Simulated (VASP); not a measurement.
# Ni: relaxation of cell and atoms with LDA

Ni:

```
Ni
1.0
     0.00000    1.45521    1.45521
     1.45521    0.00000    1.45521
     1.45521    1.45521    0.00000
Ni
1
Direct
  0.00000 0.00000 0.00000
```

```yaml
Program: VASP 6.6.1
Task: relaxation of cell and atoms
Functional: LDA
Potentials_or_basis: VASP PAW LDA potentials, release 64 (Ni)
Cutoff: 600 eV
k_mesh: 22 × 22 × 22
Occupations: fermi-dirac, width 0.05 eV
Spin: collinear spin, ferromagnetic start
Starting_moments: "[1.0] μB"
Target_pressure: 390 GPa
Dipole_correction: no
Further_INCAR_settings: ALGO = Normal; EDIFF = 1e-06; IBRION = 2; EDIFFG = -0.005; NSW = 60; ISIF = 3
```

```
Relaxed volume                                         : 6.18 Å³/atom
Relaxed cell                                           : a = 2.059 Å, b = 2.059 Å, c = 2.059 Å, α = 60.00°, β = 60.00°, γ = 60.00°
Space group after relaxing (to 0.05 Å)                 : Fm-3m (No. 225)
Energy change on relaxing (the enthalpy is what falls) : -30.7 meV/atom
Ionic steps                                            : 3
Pressure after relaxing                                : 390.0 GPa
Net moment                                             : 0.31 μB per cell
Site moments                                           : Ni +0.30 μB
```

Step by step:
```
step  energy change (eV)  largest force (eV/Å)  pressure (GPa)  volume (Å³)
   1              0.0000                0.0000          393.42         6.16
   2             -0.2781                0.0000          361.79         6.28
   3             -0.0307                0.0000          390.01         6.18
```

Final structure:
```
Ni
1.0
     0.00000    1.45619    1.45619
     1.45619    0.00000    1.45619
     1.45619    1.45619    0.00000
Ni
1
Direct
  0.00000 0.00000 0.00000
```

Levels at points of the mesh, in eV from the Fermi level:
Spin up:
```tsv
k point	band 1	band 2	band 3	band 4	band 5	band 6	band 7	band 8	band 9	band 10
(0.00, 0.00, 0.00)	-13.53	-4.54	-4.54	-4.54	-1.91	-1.91	27.85	36.56	36.56	36.56
(0.50, 0.00, 0.00)	-9.23	-4.68	-4.68	-1.16	-0.20	-0.20	11.47	26.14	35.67	35.67
(0.50, 0.50, 0.00)	-9.78	-8.71	-0.20	0.23	0.23	3.36	15.80	20.95	20.95	29.04
```
Spin down:
```tsv
k point	band 2	band 3	band 4	band 5	band 6	band 7	band 8	band 9
(0.00, 0.00, 0.00)	-4.22	-4.22	-4.22	-1.60	-1.60	27.88	36.60	36.60
(0.50, 0.00, 0.00)	-4.39	-4.39	-1.11	0.16	0.16	11.71	26.17	35.77
(0.50, 0.50, 0.00)	-8.46	0.13	0.61	0.61	3.43	15.99	21.02	21.02
```

It took 45 s on 1 thread of Intel(R) Xeon(R) Platinum 8259CL CPU @ 2.50GHz (Skylake/Cascade Lake), with other jobs on the host, peak memory 0.15 GiB.

Caveat: the cell is relaxed towards a set pressure, so the enthalpy falls and the energy may rise.
